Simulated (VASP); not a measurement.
# HgH3 (P-6m2) in VASP: a series of runs

The runs below take HgH3 through relaxation of cell and atoms, single point, with PBE.

Program: VASP 6.6.1. These are calculated values, not measurements. Logs are shortened: lines on timing, memory, paths and dates and some standing lists are left out, and cuts for length are marked.

### Step 1. The cell of the first run

The structure is hexagonal, space group P-6m2 (No. 187). The conventional cell has a = 2.847 Å, b = 2.847 Å, c = 8.982 Å, α = 90.00°, β = 90.00°, γ = 120.00°. Hg (site symmetry -6m2) has 6 H at 2.82 Å and 6 Hg at 2.85 Å within 3.7 Å. H (site symmetry -6m2) has 12 H at 2.74 to 2.85 Å within 3.6 Å. H (site symmetry 3m) has 9 H at 2.74 to 2.85 Å and 3 Hg at 2.82 Å within 3.6 Å.

The cell was generated, and may not be a known phase.

### Step 2. Relaxation of cell and atoms, PBE

Contents of INCAR:

```
PREC = Accurate ; ENCUT = 550
EDIFF = 1E-7 ; ISMEAR = 0
SIGMA = 0.1 ; LREAL = F
LASPH = T ; NELM = 120
ALGO = Normal ; ISIF = 3
LWAVE = F ; LCHARG = F
GGA = PE ; IBRION = 2
NSW = 90 ; EDIFFG = -0.04
GGA_COMPAT = F ; NELMIN = 4
```

Contents of KPOINTS:

```
regular mesh
0
Gamma
  6 6 2
```

Contents of POSCAR:

```
HgH3
1.0
    2.8465242300      0.0000000000      0.0000000000
   -1.4232621100      2.4651622900      0.0000000000
    0.0000000000      0.0000000000      8.9816141100
Hg H
1 3
Direct
    0.0000000000      0.0000000000      0.0000000000
    0.0000000000      0.0000000000      0.5000000000
    0.6666666700      0.3333333300      0.2557615600
    0.6666666700      0.3333333300      0.7442384400
```

Potentials or basis: VASP PAW PBE potentials, release 64 (Hg_sv_GW, H).

Launch:

```console
> cat potpaw_PBE.64/Hg_sv_GW/POTCAR potpaw_PBE.64/H/POTCAR > POTCAR
> mpirun -np 1 vasp_std > vasp.out
```

OUTCAR:

```text
PREC = Accurate
   ENCUT = 550
   EDIFF = 1E-7
   ISMEAR = 0
   LREAL = F
   LASPH = T
   NELM = 120
   ISIF = 3
   GGA = PE
   IBRION = 2
   NSW = 90
   EDIFFG = -0.04
   NELMIN = 4

 ion  position               nearest neighbor table
   1  0.000  0.000  0.000-
   2  0.000  0.000  0.500-
   3  0.667  0.333  0.256-
   4  0.667  0.333  0.744-

  LATTYP: Found a hexagonal cell.
 ALAT       =     2.8465242300
 C/A-ratio  =     3.1552916414

  Lattice vectors:

 A1 = (   2.8465242300,   0.0000000000,   0.0000000000)
 A2 = (  -1.4232621100,   2.4651622900,   0.0000000000)
 A3 = (   0.0000000000,   0.0000000000,   8.9816141100)

Analysis of symmetry for initial positions (statically):
=====================================================================
 Subroutine PRICEL returns:
 Original cell was already a primitive cell.

 Routine SETGRP: Setting up the symmetry group for a
 hexagonal supercell.

 Subroutine GETGRP returns: Found 12 space group operations
 (whereof 12 operations were pure point group operations)
 out of a pool of 24 trial point group operations.

The static configuration has the point symmetry D_3h.

Analysis of symmetry for dynamics (positions and initial velocities):
=====================================================================
 Subroutine PRICEL returns:
 Original cell was already a primitive cell.

 Routine SETGRP: Setting up the symmetry group for a
 hexagonal supercell.

 Subroutine GETGRP returns: Found 12 space group operations
 (whereof 12 operations were pure point group operations)
 out of a pool of 24 trial point group operations.

The dynamic configuration has the point symmetry D_3h.

 Subroutine INISYM returns: Found 12 space group operations
 (whereof 12 operations are pure point group operations),
 and found     1 'primitive' translations

----------------------------------------------------------------------------------------

                                     Primitive cell

  volume of cell :      63.0253

  direct lattice vectors                    reciprocal lattice vectors
     2.846524230  0.000000000  0.000000000     0.351305634  0.202826402  0.000000000
    -1.423262110  2.465162290  0.000000000     0.000000000  0.405652806  0.000000000
     0.000000000  0.000000000  8.981614110     0.000000000  0.000000000  0.111338562

  length of vectors
     2.846524230  2.846524223  8.981614110     0.405652805  0.405652806  0.111338562

  position of ions in fractional coordinates (direct lattice)
     0.000000000  0.000000000  0.000000000
     0.000000000  0.000000000  0.500000000
     0.666666670  0.333333330  0.255761560
     0.666666670  0.333333330  0.744238440

  ion indices of the primitive-cell ions
   primitive index   ion index
                 1           1
                 2           2
                 3           3
                 4           4

----------------------------------------------------------------------------------------

 KPOINTS: regular mesh

Automatic generation of k-mesh.
 Grid dimensions read from file:
 generate k-points for:    6    6    2

 Generating k-lattice:

  Cartesian coordinates                     Fractional coordinates (reciprocal lattice)
     0.058550939  0.033804400  0.000000000     0.166666667  0.000000000  0.000000000
     0.000000000  0.067608801  0.000000000     0.000000000  0.166666667  0.000000000
     0.000000000  0.000000000  0.055669281     0.000000000  0.000000000  0.500000000

  Length of vectors
     0.067608801  0.067608801  0.055669281

  Shift w.r.t. Gamma in fractional coordinates (k-lattice)
     0.000000000  0.000000000  0.000000000

 Subroutine IBZKPT returns following result:
 ===========================================

 Found     14 irreducible k-points:

 Following reciprocal coordinates:
            Coordinates               Weight
  0.000000  0.000000  0.000000      1.000000
  0.166667  0.000000  0.000000      6.000000
  0.333333  0.000000  0.000000      6.000000
  0.500000  0.000000  0.000000      3.000000
  0.166667  0.166667  0.000000      6.000000
  0.333333  0.166667  0.000000     12.000000
  0.333333  0.333333  0.000000      2.000000
  0.000000  0.000000  0.500000      1.000000
  0.166667  0.000000  0.500000      6.000000
  0.333333  0.000000  0.500000      6.000000
  0.500000  0.000000  0.500000      3.000000
  0.166667  0.166667  0.500000      6.000000
  0.333333  0.166667  0.500000     12.000000
  0.333333  0.333333  0.500000      2.000000
   k-points           NKPTS =     14   k-points in BZ     NKDIM =     14   number of bands    NBANDS=     15
   number of dos      NEDOS =    301   number of ions     NIONS =      4
   total plane-waves  NPLWV =  40320
   dimension x,y,z NGX =    24 NGY =   24 NGZ =   70
   dimension x,y,z NGXF=    48 NGYF=   48 NGZF=  140
   ions per type =               1   3
   NGX,Y,Z   is equivalent  to a cutoff of  14.02, 14.02, 12.96 a.u.
   NGXF,Y,Z  is equivalent  to a cutoff of  28.03, 28.03, 25.91 a.u.
[... 70 lines left out ...]
  external PRESSURE =     -45.2233668 kB  Pullay stress =       0.0000000 kB
[... 25 lines left out ...]
--------------------------------------- Ionic step        2  -------------------------------------------

 number of electron      22.9999994 magnetization

 E-fermi :  -0.0621     XC(G=0):  -8.4317

 val. band max:       -0.1133331667   @ k =   0.1667   0.1667   0.5000
 cond. band min:      -0.0592886055   @ k =   0.5000   0.0000   0.0000
 fundamental gap:      0.0540445612
 Fermi energy:        -0.0620831181

 k-point     1 :       0.0000    0.0000    0.0000
  band No.  band energies     occupation
      1    -115.5444      2.00000
      2     -63.8802      2.00000
      3     -63.8802      2.00000
      4     -63.7768      2.00000
      5     -10.1535      2.00000
      6      -7.9024      2.00000
      7      -7.9024      2.00000
      8      -7.1983      2.00000
      9      -6.3151      2.00000
     10      -6.3151      2.00000
     11      -4.0991      2.00000
     12      -3.2701      2.00000
     13       0.5575      0.00000
     14       3.8199      0.00000
[... 302 lines left out ...]
  FREE ENERGIE OF THE ION-ELECTRON SYSTEM (eV)
  ---------------------------------------------------
  free  energy   TOTEN  =        -4.5000374870 eV

  energy  without entropy=       -4.4890712429  energy(sigma->0) =       -4.49455436

 E-fermi :   8.4177     XC(G=0): -12.1396

 val. band max:        8.1531408562   @ k =   0.5000   0.0000   0.5000
 cond. band min:       8.4251404537   @ k =   0.1667   0.1667   0.0000
 fundamental gap:      0.2719995975
 Fermi energy:         8.4176946174

 k-point     1 :       0.0000    0.0000    0.0000
  band No.  band energies     occupation
      1    -109.3203      2.00000
      2     -57.6839      2.00000
      3     -57.6839      2.00000
      4     -57.5552      2.00000
      5      -7.2901      2.00000
      6      -3.2505      2.00000
      7      -2.2088      2.00000
      8      -2.2088      2.00000
      9      -0.1370      2.00000
     10      -0.1370      2.00000
     11       1.5574      2.00000
     12       7.4847      2.00000
     13      14.1221      0.00000
     14      21.0780      0.00000
[... 221 lines left out ...]
      2     -57.8676      2.00000
      3     -57.8610      2.00000
      4     -57.5194      2.00000
      5      -3.6759      2.00000
      6      -3.4291      2.00000
      7      -1.9815      2.00000
      8      -1.8709      2.00000
      9      -0.4599      2.00000
     10       4.7979      2.00000
     11       5.7714      2.00000
     12       7.4601      2.00000
     13       7.5929      2.00000
     14      10.2258      0.00000
     15      20.9197      0.00000

 E-fermi :   2.6922     XC(G=0):  -9.9175

 val. band max:        2.6784500767   @ k =   0.3333   0.1667   0.0000
 cond. band min:       2.7450037703   @ k =   0.3333   0.3333   0.5000
 fundamental gap:      0.0665536936
 Fermi energy:         2.6921721621

 k-point     1 :       0.0000    0.0000    0.0000
  band No.  band energies     occupation
      1    -113.4312      2.00000
      2     -61.7619      2.00000
      3     -61.7619      2.00000
      4     -61.6675      2.00000
      5      -8.9290      2.00000
      6      -5.9781      2.00000
      7      -5.9344      2.00000
      8      -5.9344      2.00000
      9      -4.1510      2.00000
     10      -4.1510      2.00000
     11      -2.9202      2.00000
     12      -0.6064      2.00000
     13       7.1198      0.00000
     14      11.0887      0.00000
[... 221 lines left out ...]
      2     -61.8974      2.00000
      3     -61.8969      2.00000
      4     -61.6426      2.00000
      5      -6.0931      2.00000
      6      -6.0838      2.00000
      7      -5.7269      2.00000
      8      -5.6173      2.00000
      9      -4.5095      2.00000
     10       1.3292      2.00000
     11       2.7450      0.45497
     12       2.8801      0.00786
     13       3.3317      0.00000
     14       5.8280      0.00000
     15      10.0658      0.00000

[... ionic steps 4 to 9 ...]

--------------------------------------- Ionic step       10  -------------------------------------------

 number of electron      22.9999994 magnetization

------------------------ aborting loop because EDIFF is reached ----------------------------------------
[... 71 lines left out ...]
--------------------------------------- Ionic step       12  -------------------------------------------

 number of electron      23.0000006 magnetization

 Free energy of the ion-electron system (eV)
  ---------------------------------------------------
  ext. energy  EPLUGINS =         0.00000000
  ---------------------------------------------------
  free energy    TOTEN  =        -5.69167646 eV

  energy without entropy =       -5.67780708  energy(sigma->0) =       -5.68474177

 E-fermi :   3.3068     XC(G=0): -10.1962

 val. band max:        3.3026828226   @ k =   0.3333   0.1667   0.0000
 cond. band min:       3.3200541327   @ k =   0.5000   0.0000   0.5000
 fundamental gap:      0.0173713101
 Fermi energy:         3.3068215684

 k-point     1 :       0.0000    0.0000    0.0000
  band No.  band energies     occupation
      1    -112.3367      2.00000
      2     -60.7032      2.00000
      3     -60.7032      2.00000
      4     -60.5944      2.00000
      5      -7.3796      2.00000
      6      -4.9583      2.00000
      7      -4.5469      2.00000
      8      -4.5469      2.00000
      9      -3.5078      2.00000
     10      -3.5078      2.00000
     11      -1.0428      2.00000
     12       2.0942      2.00000
     13       8.4138      0.00000
     14      15.2186      0.00000
[... 264 lines left out ...]
  FREE ENERGIE OF THE ION-ELECTRON SYSTEM (eV)
  ---------------------------------------------------
  free  energy   TOTEN  =        -5.6916764611 eV

  energy  without entropy=       -5.6778070759  energy(sigma->0) =       -5.68474177

 reached required accuracy - stopping structural energy minimisation
```

Run time: 1.8 min. Hardware: 1 thread of Intel Xeon 6975P-C (Granite Rapids), shared host; peak memory 0.22 GiB.

What came out:

- Free energy: -5.6917 eV
- Relaxed volume: 9.87 Å³/atom
- Relaxed cell: a = 3.047 Å, b = 3.047 Å, c = 4.910 Å, α = 90.00°, β = 90.00°, γ = 120.00°
- Space group after relaxing (to 0.1 Å): P-6m2 (No. 187)
- Energy gained by relaxing: 597.9 meV/atom
- Ionic steps: 12
- Pressure after relaxing: 0.2 GPa
- Largest force after relaxing: 0.035 eV/Å
- Band gap on the k mesh: zero (an odd number of electrons rules out a gap without spin polarisation)

Forces on the atoms (eV/Å):
```
Hg   0.000  0.000  0.000
H    0.000  0.000  0.000
H    0.000  0.000  0.035
H    0.000  0.000 -0.035
```

The path:
```csv
step,energy change (eV),largest force (eV/Å),pressure (GPa),volume (Å³)
1,0.0000,0.1473,-4.52,63.03
2,-0.2780,0.2978,-4.25,59.00
3,-1.2000,0.1590,-0.55,47.64
4,-0.3441,2.0022,71.35,26.64
5,-1.5858,0.1123,4.91,41.65
6,-1.7388,0.6192,11.65,37.87
7,-1.8957,0.6423,11.29,37.33
8,-2.1870,0.5571,12.53,35.44
9,-2.1846,0.4613,14.08,34.56
10,-2.3029,0.2935,8.11,36.15
11,-2.3837,0.1016,2.22,38.49
12,-2.3917,0.0350,0.16,39.49
```

Final structure:
```xyz
4
Lattice="3.0474 0.0000 0.0000 -1.5237 2.6391 0.0000 0.0000 0.0000 4.9098" Properties=species:S:1:pos:R:3 pbc="T T T"
Hg    0.0000    0.0000    0.0000
H     0.0000    0.0000    2.4549
H     1.5237    0.8797    1.2807
H     1.5237    0.8797    3.6291
```

Caveat: the k points lie up to 0.64 Å⁻¹ apart in the final cell, too coarse for converged energies and pressures of a metal; the volume moved by over 15 % at a fixed basis, so the end points are rough; spin-orbit coupling is left out, which moves the levels of the heavy elements; an odd number of electrons without spin polarisation forces a metal; a magnetic or distorted state may lie lower.

### Step 3. Single point, PBE

This run uses another cell than the first one, of 20.61 Å³/atom.

Contents of INCAR:

```
ALGO     = Normal         # electronic algorithm
EDIFF    = 1E-6           # SCF threshold, eV
ENCUT    = 550            # plane-wave cutoff, eV
GGA      = PE             # functional
GGA_COMPAT= F            
ISIF     = 2              # what is computed and relaxed
ISMEAR   = 0              # smearing method
LASPH    = T              # aspherical terms in the spheres
LCHARG   = F              # write CHGCAR
LREAL    = F              # projectors in reciprocal space
LWAVE    = F              # write WAVECAR
NBANDS   = 20             # bands
NELM     = 120            # most SCF steps
PREC     = Accurate       # precision mode
SIGMA    = 0.1            # smearing width, eV
```

Contents of KPOINTS:

```
k-points
0
Gamma
  6 6 2
```

Contents of POSCAR:

```
HgH3
1.0
    5.0830370887     -0.0000000052      0.0000000000
   -2.5415185399      4.4020392498      0.0000000000
    0.0000000000      0.0000000000      3.6841432186
Hg H
1 3
Direct
    0.0000000000      0.0000000000      0.0000000000
    0.0000000000      0.0000000000      0.5000000000
    0.6666666667      0.3333333333      0.3978194987
    0.6666666667      0.3333333333      0.6021805013
```

Potentials or basis: VASP PAW PBE potentials, release 64 (Hg_sv_GW, H).

Launch:

```console
> cat potpaw_PBE.64/Hg_sv_GW/POTCAR potpaw_PBE.64/H/POTCAR > POTCAR
> mpirun -np 1 vasp_std > vasp.out
```

It took 13 s on 1 thread of Intel Xeon 6975P-C (Granite Rapids), shared host; peak memory 0.2 GiB.

The run converged. Its results:

- Free energy: -10.3329 eV
- Pressure: 0.1 GPa
- Largest force: 0.028 eV/Å
- Band gap on the k mesh: zero (an odd number of electrons rules out a gap without spin polarisation)

Forces in eV/Å, atoms in the order of the input:
```
Hg   0.000  0.000  0.000
H    0.000  0.000  0.000
H    0.000  0.000  0.028
H    0.000  0.000 -0.028
```

Stress tensor (GPa, compression positive):
```
0.18 0.00 0.00
0.00 0.18 0.00
0.00 0.00 0.04
```

Levels at points of the mesh, in eV from the Fermi level:
```csv
k point,band 9,band 10,band 11,band 12,band 13,band 14
"(0.00, 0.00, 0.00)",-4.60,-4.60,-2.55,5.30,5.30,6.71
"(0.50, 0.00, 0.00)",-4.61,-4.54,-2.92,3.40,4.37,7.82
"(0.00, 0.00, 0.50)",-4.66,-4.66,-1.90,-1.22,6.67,7.44
"(0.50, 0.00, 0.50)",-4.63,-4.43,-2.14,-0.65,3.55,6.60
```

Caveat: the k points lie up to 0.85 Å⁻¹ apart, too coarse for converged energies and pressures of a metal; spin-orbit coupling is left out, which moves the levels of the heavy elements; an odd number of electrons without spin polarisation forces a metal; a magnetic or distorted state may lie lower.

### Step 4. Relaxation of cell and atoms, PBE

This run uses another cell than the first one, of 20.61 Å³/atom.

Contents of INCAR:

```
ALGO     = Normal         # electronic algorithm
EDIFF    = 1E-7           # SCF threshold, eV
EDIFFG   = -0.04          # ionic threshold
ENCUT    = 550            # plane-wave cutoff, eV
GGA      = PE             # functional
GGA_COMPAT= F            
IBRION   = 2              # ionic algorithm
ISIF     = 3              # what is computed and relaxed
ISMEAR   = 0              # smearing method
LASPH    = T              # aspherical terms in the spheres
LCHARG   = F              # write CHGCAR
LREAL    = F              # projectors in reciprocal space
LWAVE    = F              # write WAVECAR
NELM     = 120            # most SCF steps
NELMIN   = 4            
NSW      = 90             # ionic steps
PREC     = Accurate       # precision mode
SIGMA    = 0.1            # smearing width, eV
```

Contents of KPOINTS:

```
k-points
0
Gamma
  6 6 6
```

POSCAR: that of step 3 with these lines changed.

```diff
@@ -2,4 +2,4 @@
 1.0
-    5.0830370887     -0.0000000052      0.0000000000
-   -2.5415185399      4.4020392498      0.0000000000
+    5.0830370887      0.0000000000      0.0000000000
+   -2.5415185444      4.4020392472      0.0000000000
     0.0000000000      0.0000000000      3.6841432186
```

Launch:

```console
> cat potpaw_PBE.64/Hg_sv_GW/POTCAR potpaw_PBE.64/H/POTCAR > POTCAR
> mpirun -np 1 vasp_std > vasp.out
```

Run time: 1.9 min. Hardware: 1 thread of Intel Xeon Platinum 8488C (Sapphire Rapids), shared host; peak memory 0.25 GiB.

Results (log left out):

```yaml
Free_energy: -9.5660 eV
Relaxed_volume: 21.28 Å³/atom
Relaxed_cell: a = 5.088 Å, b = 5.088 Å, c = 3.796 Å, α = 90.00°, β = 90.00°, γ = 120.00°
Space_group_after_relaxing_to_0.1_Å: P-6m2 (No. 187)
Energy_gained_by_relaxing: 6.9 meV/atom
Ionic_steps: 5
Pressure_after_relaxing: 0.1 GPa
Largest_force_after_relaxing: 0.027 eV/Å
Band_gap_on_the_k_mesh: zero (an odd number of electrons rules out a gap without spin polarisation)
```

Forces in eV/Å, atoms in the order of the input:
```
Hg   0.000  0.000  0.000
H    0.000  0.000  0.000
H    0.000  0.000 -0.027
H    0.000  0.000  0.027
```

Step by step:
| step | energy change (eV) | largest force (eV/Å) | pressure (GPa) | volume (Å³) |
| --- | --- | --- | --- | --- |
| 1 | 0.0000 | 0.0368 | 1.27 | 82.44 |
| 2 | -0.0192 | 0.6244 | 0.04 | 84.39 |
| 3 | -0.0193 | 0.5834 | 0.12 | 84.26 |
| 4 | -0.0259 | 0.3237 | 0.11 | 85.51 |
| 5 | -0.0276 | 0.0266 | 0.10 | 85.12 |

Final structure:
```yaml
crystal:
  lattice:
    - [5.08827, 0.00000, 0.00000]
    - [-2.54414, 4.40657, 0.00000]
    - [0.00000, 0.00000, 3.79640]
  atoms:
    - { symbol: Hg, position: [0.00000, 0.00000, 0.00000] }
    - { symbol: H, position: [0.00000, 0.00000, 0.50000] }
    - { symbol: H, position: [0.66667, 0.33333, 0.40090] }
    - { symbol: H, position: [0.66667, 0.33333, 0.59910] }
```

Levels at points of the mesh, in eV from the Fermi level:
```tsv
k point	band 7	band 8	band 9	band 10	band 11	band 12	band 13	band 14	band 15
(0.00, 0.00, 0.00)	-6.48	-6.48	-6.40	-6.40	-4.35	3.60	3.60	4.61	5.72
(0.50, 0.00, 0.00)	-6.44	-6.41	-6.40	-6.33	-4.69	1.64	2.68	5.59	6.81
(0.00, 0.00, 0.50)	-6.59	-6.55	-6.46	-6.46	-3.54	-3.11	4.92	5.54	5.54
(0.50, 0.00, 0.50)	-6.53	-6.46	-6.42	-6.20	-3.78	-2.56	1.74	4.71	5.67
```

Caveat: spin-orbit coupling is left out, which moves the levels of the heavy elements; an odd number of electrons without spin polarisation forces a metal; a magnetic or distorted state may lie lower.

### Step 5. Overview

```tsv
task	cell	k mesh	gap on the mesh (eV)	pressure (GPa)	relaxed volume (Å³/atom)	largest force (eV/Å)
relaxation of cell and atoms	relaxed from a = 2.847, b = 2.847, c = 8.982 Å, angles 90.0, 90.0, 120.0°, 4 atoms, atomic positions A	6 × 6 × 2	none	0.2	9.87	0.04
single point	a = 5.083, b = 5.083, c = 3.684 Å, angles 90.0, 90.0, 120.0°, 4 atoms, atomic positions B	6 × 6 × 2	none	0.1	-	0.03
relaxation of cell and atoms	relaxed from a = 5.083, b = 5.083, c = 3.684 Å, angles 90.0, 90.0, 120.0°, 4 atoms, atomic positions B	6 × 6 × 6	none	0.1	21.28	0.03
```

Alike in all rows: level PBE; potentials or basis VASP PAW PBE potentials, release 64 (Hg_sv_GW, H); no spin polarisation; cutoff (eV) 550; smearing gaussian 0.1 eV.

Caveats: some runs use coarse meshes; spin-orbit coupling is left out, which moves the levels of the heavy elements; an odd number of electrons without spin polarisation forces a metal; a magnetic or distorted state may lie lower; the volume moved by over 15 % at a fixed basis, so the end points are rough (at least some runs).

Absolute energies hang on the potentials; compare differences alone.

The gap in the log of VASP goes by the Fermi energy; the results here count the filled bands.